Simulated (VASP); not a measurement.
# Pd (P6_3/mmc) in VASP: notebook, part 2 of 2

VASP 6.6.1. Earlier steps stand in the parts before.

### 4 Single point, r2SCAN, collinear spin, ferromagnetic start (volume scaled by 0.88)

POSCAR reads:

```
Pd
1.0
    2.6426018963      0.0000000000      0.0000000000
   -1.3213009482      2.2885603743      0.0000000000
    0.0000000000      0.0000000000      8.7291880290
Pd
4
Direct
    0.0000000000      0.0000000000      0.0000000000
    0.0000000000      0.0000000000      0.5000000000
    0.3333333333      0.6666666667      0.2500000000
    0.6666666667      0.3333333333      0.7500000000
```

INCAR.step1 reads:

```
SYSTEM = Pd
PREC     = Accurate       ! precision mode
ENCUT    = 520            ! plane-wave cutoff, eV
ISMEAR   = -1             ! smearing method
SIGMA    = 0.05           ! smearing width, eV
LREAL    = .FALSE.        ! projectors in reciprocal space
LASPH    = .TRUE.         ! aspherical terms in the spheres
NELM     = 150            ! most SCF steps
ISPIN    = 2              ! spin polarisation
MAGMOM   = 0.438 0.438 0.453 0.453 ! initial moments
LMAXMIX  = 4              ! l up to which the mixer works
NBANDS   = 32             ! bands
GGA      = PE             ! functional
ALGO     = Normal         ! electronic algorithm
EDIFF    = 1E-4           ! SCF threshold, eV
LWAVE    = .TRUE.         ! write WAVECAR
LCHARG   = .FALSE.        ! write CHGCAR
```

INCAR.step2 reads:

```
SYSTEM = Pd
PREC     = Accurate       ! precision mode
ENCUT    = 520            ! plane-wave cutoff, eV
EDIFF    = 1E-6           ! SCF threshold, eV
ISMEAR   = -1             ! smearing method
SIGMA    = 0.05           ! smearing width, eV
LREAL    = .FALSE.        ! projectors in reciprocal space
LASPH    = .TRUE.         ! aspherical terms in the spheres
NELM     = 150            ! most SCF steps
ALGO     = Normal         ! electronic algorithm
ISIF     = 2              ! what is computed and relaxed
LWAVE    = .FALSE.        ! write WAVECAR
LCHARG   = .FALSE.        ! write CHGCAR
ISPIN    = 2              ! spin polarisation
MAGMOM   = 0.438 0.438 0.453 0.453 ! initial moments
LORBIT   = 11             ! projections on sites
LMAXMIX  = 4              ! l up to which the mixer works
METAGGA  = R2SCAN         ! meta-GGA
LMIXTAU  = .TRUE.       
NBANDS   = 32             ! bands
ISTART   = 1
```

KPOINTS reads:

```
Automatic mesh
0
G
  15 15 4
  0 0 0
```

Potentials or basis: VASP PAW PBE potentials, release 64 (Pd).

Launch:

```sh
$ cat potpaw_PBE.64/Pd/POTCAR > POTCAR
$ cp INCAR.step1 INCAR
$ mpirun -np 1 vasp_std > vasp.out
$ cp INCAR.step2 INCAR
$ mpirun -np 1 vasp_std > vasp.out
```

OUTCAR:

```text
SYSTEM = Pd
   PREC = Accurate
   ENCUT = 520
   EDIFF = 1E-6
   ISMEAR = -1
   LREAL = .FALSE.
   LASPH = .TRUE.
   NELM = 150
   ISIF = 2
   ISPIN = 2
   LORBIT = 11
   METAGGA = R2SCAN
   ISTART = 1

 ion  position               nearest neighbor table
   1  0.000  0.000  0.000-   3 2.66   4 2.66   4 2.66   3 2.66   4 2.66   3 2.66
   2  0.000  0.000  0.500-   3 2.66   4 2.66   4 2.66   3 2.66   4 2.66   3 2.66
   3  0.333  0.667  0.250-   1 2.66   2 2.66   1 2.66   2 2.66   1 2.66   2 2.66
   4  0.667  0.333  0.750-   1 2.66   2 2.66   1 2.66   2 2.66   1 2.66   2 2.66

  LATTYP: Found a hexagonal cell.
 ALAT       =     2.6426018963
 C/A-ratio  =     3.3032550386

  Lattice vectors:

 A1 = (   2.6426018963,   0.0000000000,   0.0000000000)
 A2 = (  -1.3213009482,   2.2885603743,   0.0000000000)
 A3 = (   0.0000000000,   0.0000000000,   8.7291880290)

Analysis of symmetry for initial positions (statically):
=====================================================================
 Subroutine PRICEL returns:
 Original cell was already a primitive cell.

 Routine SETGRP: Setting up the symmetry group for a
 hexagonal supercell.

 Subroutine GETGRP returns: Found 24 space group operations
 (whereof 12 operations were pure point group operations)
 out of a pool of 24 trial point group operations.

The static configuration has the point symmetry D_3d.
 The point group associated with its full space group is D_6h.

Analysis of symmetry for dynamics (positions and initial velocities):
=====================================================================
 Subroutine PRICEL returns:
 Original cell was already a primitive cell.

 Routine SETGRP: Setting up the symmetry group for a
 hexagonal supercell.

 Subroutine GETGRP returns: Found 24 space group operations
 (whereof 12 operations were pure point group operations)
 out of a pool of 24 trial point group operations.

The dynamic configuration has the point symmetry D_3d.
 The point group associated with its full space group is D_6h.

Analysis of structural, dynamic, and magnetic symmetry:
=====================================================================
 Subroutine PRICEL returns:
 Original cell was already a primitive cell.
[... 162 lines left out ...]

 E-fermi :  11.6305     XC(G=0): -14.9716

 val. band max:       11.6277626750   @ k =   0.4667   0.0667   0.0000
 cond. band min:      11.6314752213   @ k =   0.4000   0.1333   0.0000
 fundamental gap:      0.0037125463
 Fermi energy:        11.6305353848

 spin component 1

 k-point     1 :       0.0000    0.0000    0.0000
  band No.  band energies     occupation
      1       3.4804      1.00000
      2       5.2070      1.00000
      3       5.2406      1.00000
      4       5.2475      1.00000
      5       8.0350      1.00000
      6       8.0578      1.00000
[... 829 lines left out ...]
     31      25.4774      0.00000
     32      26.4343      0.00000

 [... further k-points ...]

 spin component 2

 k-point     1 :       0.0000    0.0000    0.0000
  band No.  band energies     occupation
      1       3.4804      1.00000
      2       5.2070      1.00000
      3       5.2406      1.00000
      4       5.2475      1.00000
      5       8.0350      1.00000
      6       8.0578      1.00000
[... 829 lines left out ...]
     31      25.4774      0.00000
     32      26.4342      0.00000

 [... further k-points ...]
[... 5 lines left out ...]
  --------------------------------------------------------------------------------------
  -------------------------------------------------------------------------------------
  Total       11.1893829     11.1893829     11.0429080     -0.0000000      0.0000000      0.0000000
  in kB      339.5852004    339.5852004    335.1398502     -0.0000000      0.0000000      0.0000000
  external PRESSURE =     338.1034170 kB  Pullay stress =       0.0000000 kB

 VOLUME and BASIS-vectors are now :
 -----------------------------------------------------------------------------
  energy-cutoff  :      520.00
  volume of cell :       52.79
      direct lattice vectors                 reciprocal lattice vectors
     2.642601896  0.000000000  0.000000000     0.378414926  0.218477959  0.000000000
    -1.321300948  2.288560374  0.000000000     0.000000000  0.436955918  0.000000000
     0.000000000  0.000000000  8.729188029     0.000000000  0.000000000  0.114558192

 POSITION                                       TOTAL-FORCE (eV/Angst)
 -----------------------------------------------------------------------------------
      0.00000      0.00000      0.00000         0.000000      0.000000     -0.000000
      0.00000      0.00000      4.36459         0.000000      0.000000     -0.000000
     -0.00000      1.52571      2.18230         0.000000      0.000000     -0.000000
      1.32130      0.76285      6.54689        -0.000000     -0.000000      0.000000
 -----------------------------------------------------------------------------------
    total drift:                                0.000000     -0.000000      0.000000

  FREE ENERGIE OF THE ION-ELECTRON SYSTEM (eV)
  ---------------------------------------------------
  free  energy   TOTEN  =       -91.0992881424 eV

  energy  without entropy=      -91.0391836797  energy(sigma->0) =      -91.06923591

 total charge

# of ion       s       p       d       tot
------------------------------------------
    1        0.573   0.585   8.588   9.746
    2        0.573   0.585   8.588   9.746
    3        0.574   0.588   8.582   9.745
    4        0.574   0.588   8.582   9.745
--------------------------------------------------
tot          2.295   2.348  34.340  38.982

 magnetization (x)

# of ion       s       p       d       tot
------------------------------------------
    1        0.000   0.000  -0.000  -0.000
    2        0.000   0.000  -0.000  -0.000
    3        0.000   0.000  -0.000  -0.000
    4        0.000   0.000  -0.000  -0.000
--------------------------------------------------
tot          0.000   0.000  -0.000  -0.000
```

OUTCAR.step1:

```text
SYSTEM = Pd
   PREC = Accurate
   ENCUT = 520
   ISMEAR = -1
   LREAL = .FALSE.
   LASPH = .TRUE.
   NELM = 150
[... 1932 lines left out ...]
      0.00000      0.00000      4.36459        -0.000000      0.000000     -0.000000
     -0.00000      1.52571      2.18230        -0.000000      0.000000      0.000000
      1.32130      0.76285      6.54689         0.000000     -0.000000      0.000000
 -----------------------------------------------------------------------------------
    total drift:                                0.000000     -0.000000      0.000000

  FREE ENERGIE OF THE ION-ELECTRON SYSTEM (eV)
  ---------------------------------------------------
  free  energy   TOTEN  =       -19.9987660061 eV

  energy  without entropy=      -19.9351147351  energy(sigma->0) =      -19.96694037
```

It took 12 min on 1 thread of AMD EPYC 9R45 (Zen 5), shared host; peak memory 0.3 GiB.

Results:

* Free energy: -91.0993 eV
* Pressure: 33.8 GPa
* Band gap on the k mesh: zero (filled and empty bands overlap)
* Net moment: 0.00 μB per cell
* Valence electrons inside the program's atomic spheres: Pd 9.75, 9.74

Stress tensor (GPa, compression positive):
```
33.96  0.00  0.00
 0.00 33.96  0.00
 0.00  0.00 33.51
```

Caveat: the PAW data sets were made with another functional, which shifts forces and pressure a little.

### 5 Summary

| spin | cell | smearing | gap on the mesh (eV) | pressure (GPa) | moment (μB) |
| --- | --- | --- | --- | --- | --- |
| off | a = 2.642, b = 2.642, c = 8.726 Å, angles 90.0, 90.0, 120.0°, 4 atoms | fermi-dirac 0.1 eV | none | 34.5 | - |
| collinear, ferromagnetic start | a = 2.864, b = 2.864, c = 9.460 Å, angles 90.0, 90.0, 120.0°, 4 atoms | fermi-dirac 0.05 eV | none | -14.8 | 1.65 |
| collinear, ferromagnetic start | a = 2.643, b = 2.643, c = 8.729 Å, angles 90.0, 90.0, 120.0°, 4 atoms | fermi-dirac 0.05 eV | none | 33.8 | 0.00 |

Alike in all rows: task single point; level r2SCAN; potentials or basis VASP PAW PBE potentials, release 64 (Pd); k mesh 15 × 15 × 4; cutoff (eV) 520.

Caveats: the PAW data sets were made with another functional, which shifts forces and pressure a little.

Total energies depend on the potentials used, so only differences within one code and one set of settings carry meaning.
